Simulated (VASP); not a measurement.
The system is CuO (Tenorite).

```
Cu O
1.0
     2.35736   -1.72263    0.00000
     2.35736    1.72263    0.00000
    -0.85566    0.00000    5.09137
Cu O
2 2
Direct
  0.50000 0.00000 0.50000
  0.00000 0.50000 0.00000
  0.41840 0.58160 0.75000
  0.58160 0.41840 0.25000
```

Base run:

| Item | Value |
| --- | --- |
| Program | VASP 6.6.1 |
| Functional | BLYP |
| Potentials or basis | VASP PAW PBE potentials, release 64 (Cu, O) |
| Cutoff | 520 eV |
| k mesh | 10 × 10 × 5 |
| Occupations | fermi-dirac, width 0.05 eV |
| Spin | no spin polarisation |

Its results: band gap on the k mesh zero (band 17 reaches 6.04 eV, above the bottom of band 18 at 5.45 eV); pressure 9.5 GPa; largest force 0.238 eV/Å.

**Question.** The run is repeated on the same cell with these changes: functional from BLYP to SVWN5. What comes out?

**Answer.** Band gap on the k mesh zero (band 17 reaches 5.25 eV, above the bottom of band 18 at 4.64 eV); pressure -12.1 GPa; largest force 0.492 eV/Å.

SVWN5 binds more tightly than BLYP, so the same cell stands under less pressure.

Caveats: the PAW data sets were made with another functional, which shifts forces and pressure a little; semilocal functionals often make such compounds metallic where correlation or magnetic order opens a gap, which also shifts bond lengths.
